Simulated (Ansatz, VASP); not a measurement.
## Mg2C3: VASP beside Ansatz

```
Mg C
1.0
     2.38751    1.37843    6.08095
    -2.38751    1.37843    6.08095
     0.00000   -2.75686    6.08095
Mg C
4 6
Direct
  0.37474 0.37474 0.37474
  0.12526 0.12526 0.12526
  0.62526 0.62526 0.62526
  0.87474 0.87474 0.87474
  0.43076 0.06924 0.25000
  0.25000 0.43076 0.06924
  0.06924 0.25000 0.43076
  0.56924 0.93076 0.75000
  0.75000 0.56924 0.93076
  0.93076 0.75000 0.56924
```

Alike in both runs: functional PBE; k mesh 12 × 12 × 12; occupations gaussian, width 0.1 eV; no spin polarisation.

Ansatz relaxed the structure, and its values are those at the end. VASP's run is a single point on that final structure, the one shown.

```csv
,VASP,Ansatz
version,VASP 6.6.1,Ansatz 0.2.0
potentials or method,"VASP PAW PBE potentials, release 64 (Mg, C), cutoff 520 eV","scalar-relativistic, plane waves, PAW"
valence electrons in the cell,32,64
```

VASP gave:

* gap on the k mesh at the Fermi level (eV): none
* pressure (GPa): 0.0
* rms of the force components (eV/Å): 0.053

Problem. Which values does Ansatz return?

Solution. gap on the k mesh at the Fermi level (eV): none; pressure (GPa): 0.0; rms of the force components (eV/Å): 0.001.

A gap of «none» marks a metal or a gap that the smearing closes. The functional is the same, so the differences come from potentials, cutoffs and numerics. VASP's potentials hold 32 valence electrons a cell and Ansatz's 64, so a difference there can come from the potentials and not from the codes.
